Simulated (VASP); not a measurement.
# Pt (P6_3/mmc) in VASP: notebook

Runs on Pt. Level: PBE. Tasks: single point.

Everything below comes from runs of VASP 6.6.1. Logs are shortened: lines on timing, memory, paths and dates and some standing lists are left out, and cuts for length are marked.

**1. The cell of the first run**

Symmetry: P6_3/mmc, No. 194, hexagonal system. The conventional cell has a = 2.657 Å, b = 2.657 Å, c = 4.534 Å, α = 90.00°, β = 90.00°, γ = 120.00°. Pt (site symmetry -6m2) has 12 Pt at 2.66 to 2.74 Å within 3.5 Å.

**2. Single point, PBE (volume scaled by 0.88, then relaxed in part)**

Input file INCAR:

```
  PREC = Accurate
  ENCUT = 520
  EDIFF = 1E-6
  ISMEAR = 0
  SIGMA = 0.1
  LREAL = False
  LASPH = True
  NELM = 80
  ALGO = Normal
  ISIF = 2
  LWAVE = False
  LCHARG = False
  GGA = PE
  NBANDS = 17
```

Input file KPOINTS:

```
Automatic mesh
0
Gamma
  18 18 10
```

Input file POSCAR:

```
Pt
1.0
    2.6574357836      0.0000000000      0.0000000000
   -1.3287178918      2.3014068975      0.0000000000
    0.0000000000      0.0000000000      4.5338703516
Pt
2
Direct
    0.6666666667      0.3333333333      0.7500000000
    0.3333333333      0.6666666667      0.2500000000
```

Potentials or basis: VASP PAW PBE potentials, release 64 (Pt).

Launch:

```bash
$ cat potpaw_PBE.64/Pt/POTCAR > POTCAR
$ mpirun -np 1 vasp_std > vasp.out
```

OUTCAR:

```text
PREC = Accurate
   ENCUT = 520
   EDIFF = 1E-6
   ISMEAR = 0
   LREAL = False
   LASPH = True
   NELM = 80
   ISIF = 2
   GGA = PE

 ion  position               nearest neighbor table
   1  0.667  0.333  0.750-   2 2.74   2 2.74   2 2.74   2 2.74   2 2.74   2 2.74
   2  0.333  0.667  0.250-   1 2.74   1 2.74   1 2.74   1 2.74   1 2.74   1 2.74

  LATTYP: Found a hexagonal cell.
 ALAT       =     2.6574357836
 C/A-ratio  =     1.7061072104

  Lattice vectors:

 A1 = (   2.6574357836,   0.0000000000,   0.0000000000)
 A2 = (  -1.3287178918,   2.3014068975,   0.0000000000)
 A3 = (   0.0000000000,   0.0000000000,   4.5338703516)

Analysis of symmetry for initial positions (statically):
=====================================================================
 Subroutine PRICEL returns:
 Original cell was already a primitive cell.

 Routine SETGRP: Setting up the symmetry group for a
 hexagonal supercell.

 Subroutine GETGRP returns: Found 24 space group operations
 (whereof 12 operations were pure point group operations)
 out of a pool of 24 trial point group operations.

The static configuration has the point symmetry D_3d.
 The point group associated with its full space group is D_6h.

Analysis of symmetry for dynamics (positions and initial velocities):
=====================================================================
 Subroutine PRICEL returns:
 Original cell was already a primitive cell.

 Routine SETGRP: Setting up the symmetry group for a
 hexagonal supercell.

 Subroutine GETGRP returns: Found 24 space group operations
 (whereof 12 operations were pure point group operations)
 out of a pool of 24 trial point group operations.

The dynamic configuration has the point symmetry D_3d.
 The point group associated with its full space group is D_6h.

 Subroutine INISYM returns: Found 24 space group operations
 (whereof 12 operations are pure point group operations),
 and found     1 'primitive' translations

----------------------------------------------------------------------------------------

                                     Primitive cell

  volume of cell :      27.7284

  direct lattice vectors                    reciprocal lattice vectors
     2.657435784  0.000000000  0.000000000     0.376302602  0.217258409  0.000000000
    -1.328717892  2.301406898  0.000000000     0.000000000  0.434516817  0.000000000
     0.000000000  0.000000000  4.533870352     0.000000000  0.000000000  0.220562108

  length of vectors
     2.657435784  2.657435784  4.533870352     0.434516817  0.434516817  0.220562108

[... 80 lines left out ...]
   EDIFF  = 0.1E-05   stopping-criterion for ELM
   LREAL  =      F    real-space projection
   EDIFFG = 0.1E-04   stopping-criterion for IOM
   NSW    =      0    number of steps for IOM
   IBRION =     -1    ionic relax: 0-MD 1-quasi-New 2-CG
   NFREE  =      0    steps in history (QN), initial steepest desc. (CG)
   ISIF   =      2    stress and relaxation
   ISYM   =      2    0-nonsym 1-usesym 2-fastsym
   POTIM  = 0.5000    time-step for ionic-motion
   TEBEG  =    0.0;   TEEND  =   0.0 temperature during run
   PSTRESS=    0.0 pullay stress
   NELECT =      20.0000    total number of electrons
   NUPDOWN=      -1.0000    fix difference up-down
   EMIN   =  10.00;   EMAX   =-10.00  energy-range for DOS
   EFERMI =   0.00;   METHOD = LEGACY
   ISMEAR =     0;   SIGMA  =   0.10  broadening in eV -4-tet -1-fermi 0-gaus
   EFERMI_NEDOS =   21; number of points for ismear=-14 and -15
   IALGO  =     38    algorithm
   IMIX   =      4    mixing-type and parameters
     AMIX     =   0.40;   BMIX     =  1.00
     AMIX_MAG =   1.60;   BMIX_MAG =  1.00
  volume/ion in A,a.u.               =      13.86        93.56
  Fermi-wavevector in a.u.,A,eV,Ry     =   1.468170  2.774439 29.327680  2.155524
  Thomas-Fermi vector in A             =   2.583700
   LORBIT       =      0    0 simple, 1 ext, 2 COOP (PROOUT), +10 PAW based schemes
   GGA     = PE    functional components
   LHFCALC =     F    Hartree Fock is set to
   AEXX    =    0.0000 exact exchange contribution
   IVDW    =     0    specifies the selected vdW correction
   LEPSILON=     F    determine dielectric tensor
   LRPA    =     F    only Hartree local field effects (RPA)
 non-spin polarized calculation
 Gauss-broadening in eV      SIGMA  =   0.10
  energy-cutoff  :      520.00
  volume of cell :       27.73
 maximum number of plane-waves:       771
 NGX is ok and might be reduce to    20
   NGX =  9   NGY =  9   NGZ = 17

 number of electron      20.0000002 magnetization

 Free energy of the ion-electron system (eV)
  ---------------------------------------------------
  ext. energy  EPLUGINS =         0.00000000
  ---------------------------------------------------
  free energy    TOTEN  =       -11.65061767 eV

  energy without entropy =      -11.63354621  energy(sigma->0) =      -11.64208194

 E-fermi :  12.9350     XC(G=0): -13.9978

 val. band max:       12.9346553443   @ k =   0.3333   0.1667   0.0000
 cond. band min:      12.9437107338   @ k =   0.3889   0.0556   0.5000
 fundamental gap:      0.0090553895
 Fermi energy:        12.9350362228

 k-point     1 :       0.0000    0.0000    0.0000
  band No.  band energies     occupation
      1       1.7601      2.00000
      2       4.5625      2.00000
      3       8.2277      2.00000
      4       8.7254      2.00000
      5       8.7254      2.00000
      6       9.2182      2.00000
[... 457 lines left out ...]
      4       8.6578      2.00000
      5       8.8999      2.00000
      6       8.9745      2.00000
[... 9 lines left out ...]
     16      26.2014      0.00000
     17      27.2112      0.00000

 [... further k-points ...]

------------------------ aborting loop because EDIFF is reached ----------------------------------------

  FORCE on cell =-STRESS in cart. coord.  units (eV):
  Direction    XX          YY          ZZ          XY          YZ          ZX
  --------------------------------------------------------------------------------------
  -------------------------------------------------------------------------------------
  Total        7.4484289      7.4484289      7.4306015     -0.0000000      0.0000000      0.0000000
  in kB      430.3779082    430.3779082    429.3478225     -0.0000000      0.0000000      0.0000000
  external PRESSURE =     430.0345463 kB  Pullay stress =       0.0000000 kB

 VOLUME and BASIS-vectors are now :
 -----------------------------------------------------------------------------
  energy-cutoff  :      520.00
  volume of cell :       27.73
      direct lattice vectors                 reciprocal lattice vectors
     2.657435784  0.000000000  0.000000000     0.376302602  0.217258409  0.000000000
    -1.328717892  2.301406898  0.000000000     0.000000000  0.434516817  0.000000000
     0.000000000  0.000000000  4.533870352     0.000000000  0.000000000  0.220562108

 POSITION                                       TOTAL-FORCE (eV/Angst)
 -----------------------------------------------------------------------------------
      1.32872      0.76714      3.40040        -0.000000     -0.000000      0.000000
     -0.00000      1.53427      1.13347         0.000000      0.000000      0.000000
 -----------------------------------------------------------------------------------
    total drift:                               -0.000000      0.000000     -0.000000

  FREE ENERGIE OF THE ION-ELECTRON SYSTEM (eV)
  ---------------------------------------------------
  free  energy   TOTEN  =       -11.6506176742 eV

  energy  without entropy=      -11.6335462098  energy(sigma->0) =      -11.64208194
```

stdout:

```text
POSCAR found type information on POSCAR Pt
 POSCAR found :  1 types and       2 ions
 scaLAPACK will be used
 LDA part: xc-table for (Slater+PW92), standard interpolation
 POSCAR, INCAR and KPOINTS ok, starting setup
 FFT: planning ... GRIDC
 FFT: planning ... GRID_SOFT
 FFT: planning ... GRID
 WAVECAR not read
 entering main loop
```

Wall time 32 s (1 thread of Intel Xeon 6975P-C (Granite Rapids), shared host); peak memory 0.21 GiB.

What came out:

```yaml
Free_energy: -11.6506 eV
Pressure: 43.0 GPa
Band_gap_on_the_k_mesh: zero (band 10 reaches 13.51 eV, above the bottom of band 11 at 11.93 eV)
```

Caveat: spin-orbit coupling is left out, which moves the levels of the heavy elements.

**3. Single point, PBE (volume scaled by 0.91, then relaxed in part)**

Input file INCAR:

```
SYSTEM = Pt
PREC = Accurate
ENCUT = 520
EDIFF = 1E-7
ISMEAR = 0
SIGMA = 0.1
LREAL = .FALSE.
LASPH = .TRUE.
NELM = 60
ALGO = Fast
ISIF = 2
LWAVE = .FALSE.
LCHARG = .TRUE.
GGA = PE
LELF = .TRUE.
LVHAR = .TRUE.
NBANDS = 17
```

Input file KPOINTS:

```
regular mesh
0
G
  18 18 10
  0 0 0
```

Input file POSCAR:

```
Pt
1.0
    2.6844774299      0.0000000000      0.0000000000
   -1.3422387149      2.3248256502      0.0000000000
    0.0000000000      0.0000000000      4.5944535037
Pt
2
Direct
    0.6666666667      0.3333333333      0.7500000000
    0.3333333333      0.6666666667      0.2500000000
```

Potentials or basis: VASP PAW PBE potentials, release 64 (Pt).

Launch:

```bash
$ cat potpaw_PBE.64/Pt/POTCAR > POTCAR
$ mpirun -np 1 vasp_std > vasp.out
```

OUTCAR:

```text
SYSTEM = Pt
   PREC = Accurate
   ENCUT = 520
   EDIFF = 1E-7
   ISMEAR = 0
   LREAL = .FALSE.
   LASPH = .TRUE.
   NELM = 60
   ISIF = 2
   GGA = PE

 ion  position               nearest neighbor table
   1  0.667  0.333  0.750-   2 2.77   2 2.77   2 2.77   2 2.77   2 2.77   2 2.77
   2  0.333  0.667  0.250-   1 2.77   1 2.77   1 2.77   1 2.77   1 2.77   1 2.77

  LATTYP: Found a hexagonal cell.
 ALAT       =     2.6844774299
 C/A-ratio  =     1.7114889671

  Lattice vectors:

 A1 = (   2.6844774299,   0.0000000000,   0.0000000000)
 A2 = (  -1.3422387149,   2.3248256502,   0.0000000000)
 A3 = (   0.0000000000,   0.0000000000,   4.5944535037)

Analysis of symmetry for initial positions (statically):
=====================================================================
 Subroutine PRICEL returns:
 Original cell was already a primitive cell.

 Routine SETGRP: Setting up the symmetry group for a
 hexagonal supercell.

 Subroutine GETGRP returns: Found 24 space group operations
 (whereof 12 operations were pure point group operations)
 out of a pool of 24 trial point group operations.

The static configuration has the point symmetry D_3d.
 The point group associated with its full space group is D_6h.

Analysis of symmetry for dynamics (positions and initial velocities):
=====================================================================
 Subroutine PRICEL returns:
 Original cell was already a primitive cell.

 Routine SETGRP: Setting up the symmetry group for a
 hexagonal supercell.

 Subroutine GETGRP returns: Found 24 space group operations
 (whereof 12 operations were pure point group operations)
 out of a pool of 24 trial point group operations.

The dynamic configuration has the point symmetry D_3d.
 The point group associated with its full space group is D_6h.

 Subroutine INISYM returns: Found 24 space group operations
 (whereof 12 operations are pure point group operations),
 and found     1 'primitive' translations

[... 110 lines left out ...]
   EFERMI_NEDOS =   21; number of points for ismear=-14 and -15
   IALGO  =     68    algorithm
   IMIX   =      4    mixing-type and parameters
     AMIX     =   0.40;   BMIX     =  1.00
     AMIX_MAG =   1.60;   BMIX_MAG =  1.00
  volume/ion in A,a.u.               =      14.34        96.75
  Fermi-wavevector in a.u.,A,eV,Ry     =   1.451856  2.743610 28.679521  2.107885
  Thomas-Fermi vector in A             =   2.569305
   LORBIT       =      0    0 simple, 1 ext, 2 COOP (PROOUT), +10 PAW based schemes
   GGA     = PE    functional components
   LHFCALC =     F    Hartree Fock is set to
   AEXX    =    0.0000 exact exchange contribution
   IVDW    =     0    specifies the selected vdW correction
   LEPSILON=     F    determine dielectric tensor
   LRPA    =     F    only Hartree local field effects (RPA)
 non-spin polarized calculation
 RMM-DIIS sequential band-by-band and
 Gauss-broadening in eV      SIGMA  =   0.10
  energy-cutoff  :      520.00
  volume of cell :       28.67
 maximum number of plane-waves:       792
 NGX is ok and might be reduce to    20
   NGX =  9   NGY =  9   NGZ = 17

 number of electron      20.0000000 magnetization

 Free energy of the ion-electron system (eV)
  ---------------------------------------------------
  ext. energy  EPLUGINS =         0.00000000
  ---------------------------------------------------
  free energy    TOTEN  =       -11.86188844 eV

  energy without entropy =      -11.84413820  energy(sigma->0) =      -11.85301332

 E-fermi :  12.2396     XC(G=0): -13.7931

 val. band max:       12.2392926260   @ k =   0.2778   0.0556   0.5000
 cond. band min:      12.2398111693   @ k =   0.3333   0.0556   0.0000
 fundamental gap:      0.0005185433
 Fermi energy:        12.2395713256

 k-point     1 :       0.0000    0.0000    0.0000
  band No.  band energies     occupation
      1       1.4649      2.00000
      2       4.2361      2.00000
      3       7.7571      2.00000
      4       8.2522      2.00000
      5       8.2522      2.00000
      6       8.7107      2.00000
[... 457 lines left out ...]
      4       8.2044      2.00000
      5       8.4247      2.00000
      6       8.4993      2.00000
[... 9 lines left out ...]
     16      25.2250      0.00000
     17      26.4635      0.00000

 [... further k-points ...]
[... 5 lines left out ...]
  --------------------------------------------------------------------------------------
  -------------------------------------------------------------------------------------
  Total        5.1615291      5.1615291      5.1433787      0.0000000     -0.0000000      0.0000000
  in kB      288.4064431    288.4064431    287.3922685      0.0000000     -0.0000000      0.0000000
  external PRESSURE =     288.0683849 kB  Pullay stress =       0.0000000 kB

 VOLUME and BASIS-vectors are now :
 -----------------------------------------------------------------------------
  energy-cutoff  :      520.00
  volume of cell :       28.67
      direct lattice vectors                 reciprocal lattice vectors
     2.684477430  0.000000000  0.000000000     0.372511979  0.215069891  0.000000000
    -1.342238715  2.324825650  0.000000000     0.000000000  0.430139783  0.000000000
     0.000000000  0.000000000  4.594453504     0.000000000  0.000000000  0.217653743

 POSITION                                       TOTAL-FORCE (eV/Angst)
 -----------------------------------------------------------------------------------
      1.34224      0.77494      3.44584        -0.000000      0.000000      0.000000
     -0.00000      1.54988      1.14861         0.000000     -0.000000      0.000000
 -----------------------------------------------------------------------------------
    total drift:                               -0.000000      0.000000     -0.000000

  FREE ENERGIE OF THE ION-ELECTRON SYSTEM (eV)
  ---------------------------------------------------
  free  energy   TOTEN  =       -11.8618884403 eV

  energy  without entropy=      -11.8441381986  energy(sigma->0) =      -11.85301332
```

Wall time 38 s (1 thread of Intel Xeon 6975P-C (Granite Rapids), shared host); peak memory 0.2 GiB.

What came out:

```
Free energy            : -11.8619 eV
Pressure               : 28.8 GPa
Band gap on the k mesh : zero (band 10 reaches 12.79 eV, above the bottom of band 11 at 11.30 eV)
```

Stress tensor (GPa, compression positive):
```
28.84  0.00  0.00
 0.00 28.84  0.00
 0.00  0.00 28.74
```

Levels at points of the mesh, in eV from the Fermi level:
| k point | band 8 | band 9 | band 10 | band 11 | band 12 | band 13 |
| --- | --- | --- | --- | --- | --- | --- |
| (0.00, 0.00, 0.00) | -2.22 | -2.22 | -1.05 | -0.27 | -0.27 | 5.54 |
| (0.50, 0.00, 0.00) | 0.07 | 0.29 | 0.55 | 2.44 | 4.05 | 7.80 |
| (0.00, 0.00, 0.50) | -4.00 | -0.94 | -0.94 | -0.94 | -0.94 | 12.85 |
| (0.50, 0.00, 0.50) | -1.09 | 0.44 | 0.44 | 1.68 | 1.68 | 7.17 |

Caveat: spin-orbit coupling is left out, which moves the levels of the heavy elements.

(Part 1 of 2 ends here.)
